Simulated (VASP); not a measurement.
# TiB (F-43m) in VASP: notebook

The runs below take TiB through relaxation of cell and atoms, single point, with PBEsol.

Program: VASP 6.6.1. These are calculated values, not measurements. Logs are shortened: lines on timing, memory, paths and dates and some standing lists are left out, and cuts for length are marked.

## 1. The cell of the first run

Symmetry: F-43m, No. 216, cubic system. The conventional cell has a = 4.202 Å, b = 4.202 Å, c = 4.202 Å, α = 90.00°, β = 90.00°, γ = 90.00°. Ti (site symmetry -43m) has 4 B at 1.82 Å within 2.4 Å. B (site symmetry -43m) has 4 Ti at 1.82 Å within 2.4 Å.

## 2. Relaxation of cell and atoms, PBEsol

Input file INCAR:

```
PREC = Accurate
ENCUT = 600
EDIFF = 1E-6
ISMEAR = 0
SIGMA = 0.1
LREAL = False
LASPH = True
NELM = 80
ALGO = Normal
ISIF = 3
LWAVE = False
LCHARG = False
GGA = PS
IBRION = 2
NSW = 100
EDIFFG = -0.05
```

Input file KPOINTS:

```
regular mesh
0
Gamma
  8 8 8
```

Input file POSCAR:

```
TiB
1.0
    0.0000000000      2.1010000000      2.1010000000
    2.1010000000      0.0000000000      2.1010000000
    2.1010000000      2.1010000000      0.0000000000
Ti B
1 1
Direct
    0.7500000000      0.7500000000      0.7500000000
    0.0000000000      0.0000000000      0.0000000000
```

Potentials or basis: VASP PAW PBE potentials, release 64 (Ti_sv, B).

The run is started by

```console
$ cat potpaw_PBE.64/Ti_sv/POTCAR potpaw_PBE.64/B/POTCAR > POTCAR
$ mpirun -np 1 vasp_std > vasp.out
```

OUTCAR:

```text
PREC = Accurate
   ENCUT = 600
   EDIFF = 1E-6
   ISMEAR = 0
   LREAL = False
   LASPH = True
   NELM = 80
   ISIF = 3
   GGA = PS
   IBRION = 2
   NSW = 100
   EDIFFG = -0.05

 ion  position               nearest neighbor table
   1  0.750  0.750  0.750-   2 1.82   2 1.82   2 1.82   2 1.82
   2  0.000  0.000  0.000-   1 1.82   1 1.82   1 1.82   1 1.82

  LATTYP: Found a face centered cubic cell.
 ALAT       =     4.2020000000

  Lattice vectors:

 A1 = (   0.0000000000,   2.1010000000,   2.1010000000)
 A2 = (   2.1010000000,   0.0000000000,   2.1010000000)
 A3 = (   2.1010000000,   2.1010000000,   0.0000000000)

Analysis of symmetry for initial positions (statically):
=====================================================================
 Subroutine PRICEL returns:
 Original cell was already a primitive cell.

 Routine SETGRP: Setting up the symmetry group for a
 face centered cubic supercell.

 Subroutine GETGRP returns: Found 24 space group operations
 (whereof 24 operations were pure point group operations)
 out of a pool of 48 trial point group operations.

The static configuration has the point symmetry T_d .

Analysis of symmetry for dynamics (positions and initial velocities):
=====================================================================
 Subroutine PRICEL returns:
 Original cell was already a primitive cell.

 Routine SETGRP: Setting up the symmetry group for a
 face centered cubic supercell.

 Subroutine GETGRP returns: Found 24 space group operations
 (whereof 24 operations were pure point group operations)
 out of a pool of 48 trial point group operations.

The dynamic configuration has the point symmetry T_d .

 Subroutine INISYM returns: Found 24 space group operations
 (whereof 24 operations are pure point group operations),
 and found     1 'primitive' translations

----------------------------------------------------------------------------------------

                                     Primitive cell

  volume of cell :      18.5485

  direct lattice vectors                    reciprocal lattice vectors
     0.000000000  2.101000000  2.101000000    -0.237981913  0.237981913  0.237981913
     2.101000000  0.000000000  2.101000000     0.237981913 -0.237981913  0.237981913
     2.101000000  2.101000000  0.000000000     0.237981913  0.237981913 -0.237981913

  length of vectors
     2.971262695  2.971262695  2.971262695     0.412196765  0.412196765  0.412196765

  position of ions in fractional coordinates (direct lattice)
     0.750000000  0.750000000  0.750000000
     0.000000000  0.000000000  0.000000000

  ion indices of the primitive-cell ions
   primitive index   ion index
                 1           1
                 2           2

----------------------------------------------------------------------------------------

 KPOINTS: regular mesh

Automatic generation of k-mesh.
 Grid dimensions read from file:
 generate k-points for:    8    8    8

 Generating k-lattice:

  Cartesian coordinates                     Fractional coordinates (reciprocal lattice)
    -0.029747739  0.029747739  0.029747739     0.125000000  0.000000000  0.000000000
     0.029747739 -0.029747739  0.029747739     0.000000000  0.125000000  0.000000000
     0.029747739  0.029747739 -0.029747739     0.000000000  0.000000000  0.125000000

  Length of vectors
     0.051524596  0.051524596  0.051524596

  Shift w.r.t. Gamma in fractional coordinates (k-lattice)
     0.000000000  0.000000000  0.000000000

 Subroutine IBZKPT returns following result:
 ===========================================

 Found     29 irreducible k-points:

 Following reciprocal coordinates:
            Coordinates               Weight
  0.000000  0.000000  0.000000      1.000000
  0.125000  0.000000  0.000000      8.000000
  0.250000  0.000000  0.000000      8.000000
  0.375000  0.000000  0.000000      8.000000
  0.500000  0.000000  0.000000      4.000000
  0.125000  0.125000  0.000000      6.000000
[... 16 lines left out ...]
  0.500000  0.250000  0.125000     48.000000
 -0.375000  0.250000  0.125000     24.000000
 [... further k-points ...]
   k-points           NKPTS =     29   k-points in BZ     NKDIM =     29   number of bands    NBANDS=     11
   number of dos      NEDOS =    301   number of ions     NIONS =      2
   total plane-waves  NPLWV =  13824
   dimension x,y,z NGX =    24 NGY =   24 NGZ =   24
   dimension x,y,z NGXF=    48 NGYF=   48 NGZF=   48
   ions per type =               1   1
   NGX,Y,Z   is equivalent  to a cutoff of  13.43, 13.43, 13.43 a.u.
   NGXF,Y,Z  is equivalent  to a cutoff of  26.86, 26.86, 26.86 a.u.
 SYSTEM =  unknown system
   PREC   = accura    normal or accurate (medium, high low for compatibility)
   ISTART =      0    job   : 0-new  1-cont  2-samecut
   ICHARG =      2    charge: 1-file 2-atom 10-const
   ISPIN  =      1    spin polarized calculation?
   LNONCOLLINEAR =      F non collinear calculations
   LSORBIT =      F    spin-orbit coupling
   LASPH  =      T    aspherical Exc in radial PAW
   ENCUT  =  600.0 eV  44.10 Ry    6.64 a.u.   5.93  5.93  5.93*2*pi/ulx,y,z
   NELM   =     80;   NELMIN=  2; NELMDL= -5     # of ELM steps
   EDIFF  = 0.1E-05   stopping-criterion for ELM
   LREAL  =      F    real-space projection
   EDIFFG = -.5E-01   stopping-criterion for IOM
   NSW    =    100    number of steps for IOM
   IBRION =      2    ionic relax: 0-MD 1-quasi-New 2-CG
   NFREE  =      1    steps in history (QN), initial steepest desc. (CG)
   ISIF   =      3    stress and relaxation
   ISYM   =      2    0-nonsym 1-usesym 2-fastsym
   POTIM  = 0.5000    time-step for ionic-motion
   TEBEG  =    0.0;   TEEND  =   0.0 temperature during run
   PSTRESS=    0.0 pullay stress
   NELECT =      15.0000    total number of electrons
   NUPDOWN=      -1.0000    fix difference up-down
   EMIN   =  10.00;   EMAX   =-10.00  energy-range for DOS
   EFERMI =   0.00;   METHOD = LEGACY
   ISMEAR =     0;   SIGMA  =   0.10  broadening in eV -4-tet -1-fermi 0-gaus
   EFERMI_NEDOS =   21; number of points for ismear=-14 and -15
   IALGO  =     38    algorithm
   IMIX   =      4    mixing-type and parameters
     AMIX     =   0.40;   BMIX     =  1.00
     AMIX_MAG =   1.60;   BMIX_MAG =  1.00
  volume/ion in A,a.u.               =       9.27        62.59
  Fermi-wavevector in a.u.,A,eV,Ry     =   1.525232  2.882270 31.651671  2.326332
  Thomas-Fermi vector in A             =   2.633430
   LORBIT       =      0    0 simple, 1 ext, 2 COOP (PROOUT), +10 PAW based schemes
   GGA     = PS    functional components
   LHFCALC =     F    Hartree Fock is set to
   AEXX    =    0.0000 exact exchange contribution
   IVDW    =     0    specifies the selected vdW correction
   LEPSILON=     F    determine dielectric tensor
   LRPA    =     F    only Hartree local field effects (RPA)
 conjugate gradient relaxation of ions
 non-spin polarized calculation
 Gauss-broadening in eV      SIGMA  =   0.10
  energy-cutoff  :      600.00
  volume of cell :       18.55
 maximum number of plane-waves:       636
   NGX = 11   NGY = 11   NGZ = 11

--------------------------------------- Ionic step        1  -------------------------------------------

 number of electron      14.9999998 magnetization

 Free energy of the ion-electron system (eV)
  ---------------------------------------------------
  ext. energy  EPLUGINS =         0.00000000
  ---------------------------------------------------
  free energy    TOTEN  =       -11.09437295 eV

  energy without entropy =      -11.08581428  energy(sigma->0) =      -11.09009362

------------------------ aborting loop because EDIFF is reached ----------------------------------------

  FORCE on cell =-STRESS in cart. coord.  units (eV):
  Direction    XX          YY          ZZ          XY          YZ          ZX
  --------------------------------------------------------------------------------------
  -------------------------------------------------------------------------------------
  Total       12.9838167     12.9838167     12.9838167      0.0000000     -0.0000000      0.0000000
  in kB     1121.5142734   1121.5142734   1121.5142734      0.0000000     -0.0000000      0.0000000
  external PRESSURE =    1121.5142734 kB  Pullay stress =       0.0000000 kB
[... 21 lines left out ...]
  energy  without entropy=      -11.0858142827  energy(sigma->0) =      -11.09009362

--------------------------------------- Ionic step        2  -------------------------------------------

 number of electron      14.9999990 magnetization

 E-fermi :   2.3489     XC(G=0):  -9.2630

 val. band max:        2.3474988518   @ k =  -0.3750   0.2500   0.0000
 cond. band min:       2.3807722875   @ k =   0.5000   0.2500   0.0000
 fundamental gap:      0.0332734356
 Fermi energy:         2.3488753805

 k-point     1 :       0.0000    0.0000    0.0000
  band No.  band energies     occupation
      1     -54.3605      2.00000
      2     -30.6774      2.00000
      3     -30.6774      2.00000
      4     -30.6774      2.00000
      5      -4.4097      2.00000
      6       1.7207      2.00000
      7       1.7207      2.00000
      8       1.7207      2.00000
      9       3.8473      0.00000
     10       3.8473      0.00000
     11       8.2989      0.00000
[... 391 lines left out ...]
  energy  without entropy=      -13.8131856086  energy(sigma->0) =      -13.81898068

--------------------------------------- Ionic step        4  -------------------------------------------

 number of electron      14.9999995 magnetization

 Free energy of the ion-electron system (eV)
  ---------------------------------------------------
  ext. energy  EPLUGINS =         0.00000000
  ---------------------------------------------------
  free energy    TOTEN  =       -13.82534060 eV

  energy without entropy =      -13.81380124  energy(sigma->0) =      -13.81957092

 E-fermi :   4.7450     XC(G=0): -10.7242

 val. band max:        4.7127395600   @ k =  -0.3750   0.2500   0.1250
 cond. band min:       4.7470869457   @ k =  -0.3750   0.2500   0.0000
 fundamental gap:      0.0343473857
 Fermi energy:         4.7450486003

 k-point     1 :       0.0000    0.0000    0.0000
  band No.  band energies     occupation
      1     -51.0648      2.00000
      2     -27.3836      2.00000
      3     -27.3836      2.00000
      4     -27.3836      2.00000
      5      -3.0334      2.00000
      6       3.7615      2.00000
      7       3.7615      2.00000
      8       3.7615      2.00000
      9       6.9717      0.00000
     10       6.9717      0.00000
     11      13.1294      0.00000
[... 351 lines left out ...]
  FREE ENERGIE OF THE ION-ELECTRON SYSTEM (eV)
  ---------------------------------------------------
  free  energy   TOTEN  =       -13.8253406026 eV

  energy  without entropy=      -13.8138012356  energy(sigma->0) =      -13.81957092

 reached required accuracy - stopping structural energy minimisation
```

It took 13 s on 1 thread of Intel Xeon 6975P-C (Granite Rapids), shared host; peak memory 0.14 GiB.

Results:

```yaml
Free_energy: -13.8253 eV
Relaxed_volume: 14.74 Å³/atom
Relaxed_cell: a = 3.467 Å, b = 3.467 Å, c = 3.467 Å, α = 60.00°, β = 60.00°, γ = 60.00°
Space_group_after_relaxing_to_0.05_Å: F-43m (No. 216)
Energy_gained_by_relaxing: 1365.5 meV/atom
Ionic_steps: 4
Pressure_after_relaxing: 0.1 GPa
```

The path:
```csv
step,energy change (eV),largest force (eV/Å),pressure (GPa),volume (Å³)
1,0.0000,0.0000,112.15,18.55
2,-1.7017,0.0000,-19.96,42.00
3,-2.7304,0.0000,-0.81,29.74
4,-2.7310,0.0000,0.13,29.48
```

Final structure:
```cif
data_structure
_symmetry_space_group_name_H-M 'P 1'
_symmetry_Int_Tables_number 1
_cell_length_a 3.4674
_cell_length_b 3.4674
_cell_length_c 3.4674
_cell_angle_alpha 60.000
_cell_angle_beta 60.000
_cell_angle_gamma 60.000
_cell_volume 29.48
loop_
_atom_site_label
_atom_site_type_symbol
_atom_site_fract_x
_atom_site_fract_y
_atom_site_fract_z
_atom_site_occupancy
Ti1 Ti 0.75000 0.75000 0.75000 1
B1 B 0.00000 0.00000 0.00000 1
```

Caveat: the volume moved by over 15 % at a fixed basis, so the end points are rough; the PAW data sets were made with another functional, which shifts forces and pressure a little; the volume moved by +59 % from the deposited cell, more than functionals usually miss.

(Continued in part 2 of 2.)
